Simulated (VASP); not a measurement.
Set up this calculation in VASP 6.6.1, as the native input.

```
Task                   : single point
Functional             : PBEsol
Potentials or basis    : VASP PAW PBE potentials, release 64 (Pt)
Cutoff                 : 520 eV
k mesh                 : 15 × 15 × 15
Occupations            : tetrahedron
Spin                   : no spin polarisation
Dipole correction      : no
Further INCAR settings : ALGO = Normal; EDIFF = 1e-06; NBANDS = 11
```

The structure of Pt lies in POSCAR:

```
Pt
1.0
    2.3820708720      0.0000000000      0.0000000000
    0.0000000000      2.3820708720      0.0000000000
    0.0000000000      0.0000000000      2.3820708720
Pt
1
Direct
    0.0000000000      0.0000000000      0.0000000000
```

The input as run:

INCAR

```
ALGO = Normal
EDIFF = 1E-6
ENCUT = 520
GGA = PS
ISIF = 2
ISMEAR = -4
LASPH = True
LCHARG = True
LELF = True
LREAL = False
LVHAR = True
LWAVE = False
NBANDS = 11
NELM = 80
PREC = Accurate
SIGMA = 0.1
```

KPOINTS

```
k-points
0
Gamma
  15 15 15
```

Potentials or basis: VASP PAW PBE potentials, release 64 (Pt).

Command:

```sh
$ cat potpaw_PBE.64/Pt/POTCAR > POTCAR
$ mpirun -np 1 vasp_std > vasp.out
```

Results of the run:

* Pressure: 103.8 GPa
* Band gap on the k mesh: zero (band 5 reaches 16.55 eV, above the bottom of band 6 at 11.69 eV)

Caveat: the PAW data sets were made with another functional, which shifts forces and pressure a little; spin-orbit coupling is left out, which moves the levels of the heavy elements.

Wall time 10 s on 1 thread of Intel Xeon 6975P-C (shared host), peak memory 0.13 GiB.
